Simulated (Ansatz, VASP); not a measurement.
NaI: VASP beside Ansatz

Contents of POSCAR:

```
NaI
1.0
    0.0000000000      3.2364000000      3.2364000000
    2.8723050000      0.0000000000      3.2364000000
    2.8723050000      3.2364000000      0.0000000000
Na I
1 1
Direct
    0.0000000000      0.0000000000      0.0000000000
    0.5000000000      0.5000000000      0.5000000000
```

File INCAR.step1:

```
SYSTEM = NaI
PREC = Accurate ; ENCUT = 520
ISMEAR = 0 ; SIGMA = 0.05
LREAL = .False. ; LASPH = .True.
NELM = 100 ; NBANDS = 14
GGA = PE ; ALGO = Normal
EDIFF = 1E-4 ; LWAVE = .True.
LCHARG = .False.
```

Contents of INCAR.step2:

```
SYSTEM = NaI
PREC = Accurate ; ENCUT = 520
EDIFF = 1E-7 ; ISMEAR = 0
SIGMA = 0.05 ; LREAL = .False.
LASPH = .True. ; NELM = 100
ALGO = Normal ; ISIF = 2
LWAVE = .False. ; LCHARG = .True.
METAGGA = R2SCAN ; LMIXTAU = .True.
LELF = .True. ; LVHAR = .True.
NBANDS = 14 ; ISTART = 1
```

File KPOINTS:

```
regular mesh
0
Gamma
  6 6 6
  0 0 0
```

Input for Ansatz:

```yaml
crystal:
  lattice:
    - [0.0, 3.2364, 3.2364]
    - [2.872305, 0.0, 3.2364]
    - [2.872305, 3.2364, 0.0]
  atoms:
    - { symbol: Na, position: [0.0, 0.0, 0.0] }
    - { symbol: I, position: [0.5, 0.5, 0.5] }
basis:
  ecutwfc: 500
kpoints:
  mp_grid: { grid: [6, 6, 6] }
hamiltonian:
  xc: r2scan
scf:
  occupations: { method: gaussian, width: 0.05 }
output:
  forces: true
  stress: true
  eigenvalues: true
```

Change from the starting cell: strain -0.1125 x Voigt [1, 0, 0, 0, 0, 0], atoms carried along.

Alike in both runs: task single point; functional r2SCAN; k mesh 6 × 6 × 6; occupations gaussian, width 0.05 eV; no spin polarisation.

|  | VASP | Ansatz |
| --- | --- | --- |
| version | VASP 6.6.1 | Ansatz 0.2.0 |
| potentials or method | VASP PAW PBE potentials, release 64 (Na_pv, I), cutoff 520 eV | scalar-relativistic, plane waves, PAW |
| valence electrons in the cell | 14 | 26 |

Ansatz gave:

| Item | Value |
| --- | --- |
| gap on the k mesh at the Fermi level (eV) | 4.78 |
| least direct gap on the mesh (eV) | 4.78 |
| pressure (GPa) | 3.5 |
| traceless stress, the component that is largest in VASP (GPa) | 4.83 |

Problem. Which values does VASP return?

Solution. gap on the k mesh at the Fermi level (eV): 4.78; least direct gap on the mesh (eV): 4.78; pressure (GPa): 3.4; traceless stress, the component that is largest in VASP (GPa): 4.81.

VASP's potentials were made for PBE, not for r2SCAN. With one functional, cell and mesh, what is left measures potentials, basis and numerics. VASP's potentials hold 14 valence electrons a cell and Ansatz's 26, so a difference there can come from the potentials and not from the codes.

Neither program's run includes spin-orbit coupling.
